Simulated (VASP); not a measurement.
# Sn (I4_1/amd) in VASP: a series of runs

The runs below take Sn through vibrations by perturbation theory, with PBE.

All numbers are computed with VASP 6.6.1; they aren't measurements. Logs are shortened: lines on timing, memory, paths and dates and some standing lists are left out, and cuts for length are marked.

## 1. The cell of the first run

The structure is tetragonal, space group I4_1/amd (No. 141). The conventional cell has a = 5.955 Å, b = 5.955 Å, c = 3.212 Å, α = 90.00°, β = 90.00°, γ = 90.00°. Within 4.1 Å of Sn (site symmetry -4m2) lie 10 Sn at 3.08 to 3.83 Å.

## 2. Vibrations by perturbation theory, PBE

The input, INCAR:

```
PREC     = Accurate       # precision mode
ENCUT    = 520            # plane-wave cutoff, eV
EDIFF    = 1E-8           # SCF threshold, eV
ISMEAR   = -1             # smearing method
SIGMA    = 0.15           # smearing width, eV
LREAL    = False          # projectors in reciprocal space
LASPH    = True           # aspherical terms in the spheres
NELM     = 100            # most SCF steps
ALGO     = Normal         # electronic algorithm
ISIF     = 2              # what is computed and relaxed
LWAVE    = False          # write WAVECAR
LCHARG   = False          # write CHGCAR
GGA      = PE             # functional
NBANDS   = 21             # bands
IBRION   = 8              # ionic algorithm
NSW      = 1              # ionic steps
KPAR     = 4
```

The input, KPOINTS:

```
Automatic mesh
0
Gamma
  16 16 16
```

The input, POSCAR:

```
Sn
1.0
   -2.9774207686      2.9774207686      1.6062381760
    2.9774207686     -2.9774207686      1.6062381760
    2.9774207686      2.9774207686     -1.6062381760
Sn
2
Direct
    0.0000000000      0.0000000000      0.0000000000
    0.7500000000      0.2500000000      0.5000000000
```

Potentials or basis: VASP PAW PBE potentials, release 64 (Sn_d).

The run is started by

```console
cat potpaw_PBE.64/Sn_d/POTCAR > POTCAR
mpirun -np 4 vasp_std > vasp.out
```

OUTCAR:

```text
PREC = Accurate
   ENCUT = 520
   EDIFF = 1E-8
   ISMEAR = -1
   LREAL = False
   LASPH = True
   NELM = 100
   ISIF = 2
   GGA = PE
   IBRION = 8
   NSW = 1

 ion  position               nearest neighbor table
   1  0.000  0.000  0.000-   2 3.08   2 3.08   2 3.08   2 3.08
   2  0.750  0.250  0.500-   1 3.08   1 3.08   1 3.08   1 3.08

  LATTYP: Found a body centered tetragonal cell.
 ALAT       =     5.9548415372
 C/A-ratio  =     0.5394730207

  Lattice vectors:

 A1 = (  -2.9774207686,   2.9774207686,   1.6062381760)
 A2 = (   2.9774207686,  -2.9774207686,   1.6062381760)
 A3 = (   2.9774207686,   2.9774207686,  -1.6062381760)

Analysis of symmetry for initial positions (statically):
=====================================================================
 Subroutine PRICEL returns:
 Original cell was already a primitive cell.

 Routine SETGRP: Setting up the symmetry group for a
 body centered tetragonal supercell.

 Subroutine GETGRP returns: Found 16 space group operations
 (whereof  8 operations were pure point group operations)
 out of a pool of 16 trial point group operations.

The static configuration has the point symmetry D_2d.
 The point group associated with its full space group is D_4h.

Analysis of symmetry for dynamics (positions and initial velocities):
=====================================================================
 Subroutine PRICEL returns:
 Original cell was already a primitive cell.

 Routine SETGRP: Setting up the symmetry group for a
 body centered tetragonal supercell.

 Subroutine GETGRP returns: Found 16 space group operations
 (whereof  8 operations were pure point group operations)
 out of a pool of 16 trial point group operations.

The dynamic configuration has the point symmetry D_2d.
 The point group associated with its full space group is D_4h.

 Subroutine INISYM returns: Found 16 space group operations
[... 744 lines left out ...]
  energy-cutoff  :      520.00
  volume of cell :       56.96
      direct lattice vectors                 reciprocal lattice vectors
    -2.977420769  2.977420769  1.606238176     0.000000000  0.167930581  0.311286338
     2.977420769 -2.977420769  1.606238176     0.167930581  0.000000000  0.311286338
     2.977420769  2.977420769 -1.606238176     0.167930581  0.167930581  0.000000000

 POSITION                                       TOTAL-FORCE (eV/Angst)
 -----------------------------------------------------------------------------------
      0.00000      0.00000      0.00000         0.000000     -0.000000     -0.000000
      0.00000      2.97742      0.80312        -0.000000      0.000000      0.000000
 -----------------------------------------------------------------------------------
    total drift:                               -0.000000      0.000000     -0.000000

  FREE ENERGIE OF THE ION-ELECTRON SYSTEM (eV)
  ---------------------------------------------------
  free  energy   TOTEN  =        -7.6497613369 eV

  energy  without entropy=       -7.5756156227  energy(sigma->0) =       -7.61268848

[... ionic steps 2 to 3 ...]

--------------------------------------- Ionic step        4  -------------------------------------------

------------------------ aborting loop because EDIFF is reached ----------------------------------------

[... ionic steps 5 to 5 ...]

--------------------------------------- Ionic step        6  -------------------------------------------

 Free energy of the ion-electron system (eV)
  ---------------------------------------------------
  ---------------------------------------------------
  free energy    TOTEN  =        -0.21037095 eV

  energy without entropy =       -0.21037095

------------------------ aborting loop because EDIFF is reached ----------------------------------------

 INTERNAL STRAIN TENSOR  FOR ION    1  DIRECTION 3   (eV/Angst):
 -----------------------------------------------------------------------------
    -2.40389  0.00000  0.00000
     0.00000  2.40065  0.00000
     0.00000  0.00000 -0.00221

 INTERNAL STRAIN TENSOR FOR ION    2 for displacements in x,y,z  (eV/Angst):
          X           Y           Z          XY          YZ          ZX
  --------------------------------------------------------------------------------
  x     0.00000     0.00000     0.00000     0.00000     0.00000     1.87250
  y     0.00000     0.00000     0.00000     0.00000    -1.69027     0.00000
  z     2.40227    -2.40227     0.00000     0.00000     0.00000     0.00000

 SECOND DERIVATIVES (NOT SYMMETRIZED)
 ------------------------------------
               1X          1Y          1Z          2X          2Y          2Z
  1X    -3.089608    0.000000    0.000000    3.089608    0.000000    0.000000
  1Y     0.000000   -3.089608    0.000000    0.000000    3.089608    0.000000
  1Z     0.000000    0.000000   -0.363652    0.000000    0.000000    0.363652
  2X     3.089608    0.000000    0.000000   -3.089608    0.000000    0.000000
  2Y     0.000000    3.089608    0.000000    0.000000   -3.089608    0.000000
  2Z     0.000000    0.000000    0.363652    0.000000    0.000000   -0.363652

 Eigenvectors and eigenvalues of the dynamical matrix
 ----------------------------------------------------

   1 f  =    3.566759 THz    22.410609 2PiTHz  118.974282 cm-1    14.750924 meV
             X         Y         Z           dx          dy          dz
      0.000000  0.000000  0.000000     0.707107    0.000000    0.000000
      0.000000  2.977421  0.803119    -0.707107    0.000000    0.000000
[... 16 lines left out ...]
   5 f  =    0.000000 THz     0.000000 2PiTHz    0.000000 cm-1     0.000000 meV
             X         Y         Z           dx          dy          dz
      0.000000  0.000000  0.000000     0.707107    0.000000    0.000000
      0.000000  2.977421  0.803119     0.707107    0.000000    0.000000

   6 f/i=    0.000000 THz     0.000000 2PiTHz    0.000001 cm-1     0.000000 meV
             X         Y         Z           dx          dy          dz
      0.000000  0.000000  0.000000     0.000000   -0.619735    0.340482
      0.000000  2.977421  0.803119     0.000000   -0.619735    0.340482

--------------------------------------------------------------------------------------------------------

 ELASTIC MODULI CONTR FROM IONIC RELAXATION (kBar)
 Direction    XX          YY          ZZ          XY          YZ          ZX
 --------------------------------------------------------------------------------
 XX        -446.3940    446.3940      0.0000      0.0000     -0.0000      0.0000
 YY         446.3940   -446.3940      0.0000      0.0000      0.0000      0.0000
 ZZ           0.0000      0.0000      0.0000      0.0000      0.0000      0.0000
 XY           0.0000      0.0000      0.0000      0.0000      0.0000      0.0000
 YZ          -0.0000      0.0000      0.0000      0.0000    -26.0117      0.0000
 ZX           0.0000      0.0000      0.0000      0.0000      0.0000    -31.9227
 --------------------------------------------------------------------------------
```

OSZICAR:

```text
N       E                     dE             d eps       ncg     rms          rms(c)
DAV:   1     0.221975977348E+03    0.22198E+03   -0.14401E+04 14857   0.204E+03
DAV:   2     0.154047888852E+02   -0.20657E+03   -0.20249E+03 14783   0.452E+02
DAV:   3    -0.692902800372E+01   -0.22334E+02   -0.22162E+02 17060   0.134E+02
DAV:   4    -0.763677640436E+01   -0.70775E+00   -0.70734E+00 16570   0.265E+01
[... 49 lines left out ...]
RMM:  12    -0.210371004441E+00    0.32025E-07    0.16584E-08 51892   0.671E-05    0.465E-06
RMM:  13    -0.210370973053E+00    0.31388E-07    0.91453E-09 50202   0.492E-05    0.148E-06
RMM:  14    -0.210370959050E+00    0.14003E-07    0.50849E-09 46115   0.394E-05    0.488E-07
RMM:  15    -0.210370950420E+00    0.86304E-08    0.27492E-09 32932   0.340E-05    0.230E-07
 Linear response finished
```

stdout:

```text
POSCAR found type information on POSCAR Sn
 POSCAR found :  1 types and       2 ions
 scaLAPACK will be used
 LDA part: xc-table for (Slater+PW92), standard interpolation
 POSCAR, INCAR and KPOINTS ok, starting setup
 FFT: planning ... GRIDC
 FFT: planning ... GRID_SOFT
 FFT: planning ... GRID
 WAVECAR not read
 entering main loop
 Linear response reoptimize wavefunctions to high precision
 Linear response DOF=           2
 Linear response progress:
 first order change of Fermi-energy   0.71224E-05
 force on displaced ion       1 direction 1 :  -3.090  -0.000   0.000
 Linear response progress:
 first order change of Fermi-energy  -0.99223E-04
 force on displaced ion       1 direction 3 :   0.000  -0.000  -0.364
 Linear response finished
```

It took 27 min on 4 MPI ranks of Oxide Virtual Turin-like, shared host; peak memory 2.1 GiB.

Results:

- Highest phonon frequency at Γ: 119 cm⁻¹

Phonon frequencies in cm⁻¹ (negative: imaginary):
| q point | frequencies |
| --- | --- |
| (0.000, 0.000, 0.000) | 0 0 0 41 119 119 |

Caveat: spin-orbit coupling is left out, which moves the levels of the heavy elements.

## 3. Vibrations by perturbation theory, PBE

Edit INCAR of step 2 so:

```diff
@@ -7,4 +7,4 @@
 LASPH    = True           # aspherical terms in the spheres
-NELM     = 100            # most SCF steps
-ALGO     = Normal         # electronic algorithm
+NELM     = 60             # most SCF steps
+ALGO     = Fast           # electronic algorithm
 ISIF     = 2              # what is computed and relaxed
```

KPOINTS is that of step 2.

The input, POSCAR:

```
Sn
1.0
   -2.9774207666      2.9774207666      1.6062381783
    2.9774207666     -2.9774207666      1.6062381783
    2.9774207666      2.9774207666     -1.6062381783
Sn
2
Direct
    0.0000000000      0.0000000000      0.0000000000
    0.7500000000      0.2500000000      0.5000000000
```

Potentials or basis: VASP PAW PBE potentials, release 64 (Sn_d).

The run is started by

```console
cat potpaw_PBE.64/Sn_d/POTCAR > POTCAR
mpirun -np 4 vasp_std > vasp.out
```

OUTCAR:

```text
PREC = Accurate
   ENCUT = 520
   EDIFF = 1E-8
   ISMEAR = -1
   LREAL = False
   LASPH = True
   NELM = 60
   ISIF = 2
   GGA = PE
   IBRION = 8
   NSW = 1

 ion  position               nearest neighbor table
   1  0.000  0.000  0.000-   2 3.08   2 3.08   2 3.08   2 3.08
   2  0.750  0.250  0.500-   1 3.08   1 3.08   1 3.08   1 3.08

  LATTYP: Found a body centered tetragonal cell.
 ALAT       =     5.9548415332
 C/A-ratio  =     0.5394730219

  Lattice vectors:

 A1 = (  -2.9774207666,   2.9774207666,   1.6062381783)
 A2 = (   2.9774207666,  -2.9774207666,   1.6062381783)
 A3 = (   2.9774207666,   2.9774207666,  -1.6062381783)

Analysis of symmetry for initial positions (statically):
=====================================================================
 Subroutine PRICEL returns:
 Original cell was already a primitive cell.

 Routine SETGRP: Setting up the symmetry group for a
 body centered tetragonal supercell.

 Subroutine GETGRP returns: Found 16 space group operations
 (whereof  8 operations were pure point group operations)
 out of a pool of 16 trial point group operations.

The static configuration has the point symmetry D_2d.
 The point group associated with its full space group is D_4h.

Analysis of symmetry for dynamics (positions and initial velocities):
=====================================================================
 Subroutine PRICEL returns:
 Original cell was already a primitive cell.

 Routine SETGRP: Setting up the symmetry group for a
 body centered tetragonal supercell.

 Subroutine GETGRP returns: Found 16 space group operations
[... 764 lines left out ...]
    total drift:                               -0.000000      0.000000     -0.000000

  FREE ENERGIE OF THE ION-ELECTRON SYSTEM (eV)
  ---------------------------------------------------
  free  energy   TOTEN  =        -7.6497613646 eV

  energy  without entropy=       -7.5756157196  energy(sigma->0) =       -7.61268854

[... ionic steps 2 to 3 ...]

--------------------------------------- Ionic step        4  -------------------------------------------

------------------------ aborting loop because EDIFF is reached ----------------------------------------

[... ionic steps 5 to 5 ...]

--------------------------------------- Ionic step        6  -------------------------------------------

 Free energy of the ion-electron system (eV)
  ---------------------------------------------------
  ---------------------------------------------------
  free energy    TOTEN  =        -0.21037099 eV

  energy without entropy =       -0.21037099

------------------------ aborting loop because EDIFF is reached ----------------------------------------

 INTERNAL STRAIN TENSOR  FOR ION    1  DIRECTION 3   (eV/Angst):
 -----------------------------------------------------------------------------
    -2.40409  0.00000  0.00000
     0.00000  2.40036  0.00000
     0.00000  0.00000 -0.00201

 INTERNAL STRAIN TENSOR FOR ION    2 for displacements in x,y,z  (eV/Angst):
          X           Y           Z          XY          YZ          ZX
  --------------------------------------------------------------------------------
  x     0.00000     0.00000     0.00000     0.00000     0.00000     1.87257
  y     0.00000     0.00000     0.00000     0.00000    -1.69051     0.00000
  z     2.40223    -2.40223     0.00000     0.00000     0.00000     0.00000

 SECOND DERIVATIVES (NOT SYMMETRIZED)
 ------------------------------------
               1X          1Y          1Z          2X          2Y          2Z
  1X    -3.089837    0.000000    0.000000    3.089837    0.000000    0.000000
  1Y     0.000000   -3.089837    0.000000    0.000000    3.089837    0.000000
  1Z     0.000000    0.000000   -0.363997    0.000000    0.000000    0.363997
  2X     3.089837    0.000000    0.000000   -3.089837    0.000000    0.000000
  2Y     0.000000    3.089837    0.000000    0.000000   -3.089837    0.000000
  2Z     0.000000    0.000000    0.363997    0.000000    0.000000   -0.363997

 Eigenvectors and eigenvalues of the dynamical matrix
 ----------------------------------------------------

   1 f  =    3.566891 THz    22.411437 2PiTHz  118.978675 cm-1    14.751469 meV
             X         Y         Z           dx          dy          dz
      0.000000  0.000000  0.000000     0.000000   -0.707107    0.000000
      0.000000  2.977421  0.803119     0.000000    0.707107    0.000000
[... 21 lines left out ...]
   6 f  =    0.000000 THz     0.000000 2PiTHz    0.000000 cm-1     0.000000 meV
             X         Y         Z           dx          dy          dz
      0.000000  0.000000  0.000000     0.707107    0.000000    0.000000
      0.000000  2.977421  0.803119     0.707107    0.000000    0.000000

--------------------------------------------------------------------------------------------------------

 ELASTIC MODULI CONTR FROM IONIC RELAXATION (kBar)
 Direction    XX          YY          ZZ          XY          YZ          ZX
 --------------------------------------------------------------------------------
 XX        -445.9551    445.9551      0.0000      0.0000     -0.0000     -0.0000
 YY         445.9551   -445.9551      0.0000      0.0000      0.0000      0.0000
 ZZ           0.0000      0.0000      0.0000      0.0000      0.0000      0.0000
 XY           0.0000      0.0000      0.0000      0.0000      0.0000      0.0000
 YZ          -0.0000      0.0000      0.0000      0.0000    -26.0171      0.0000
 ZX          -0.0000      0.0000      0.0000      0.0000      0.0000    -31.9229
 --------------------------------------------------------------------------------
```

It took 34 min on 4 MPI ranks of Oxide Virtual Turin-like, shared host; peak memory 2.1 GiB.

Results:

```
Highest phonon frequency at Γ : 119 cm⁻¹
```

Phonon frequencies in cm⁻¹ (negative: imaginary):
| q point | frequencies |
| --- | --- |
| (0.000, 0.000, 0.000) | 0 0 0 41 119 119 |

Caveat: spin-orbit coupling is left out, which moves the levels of the heavy elements.
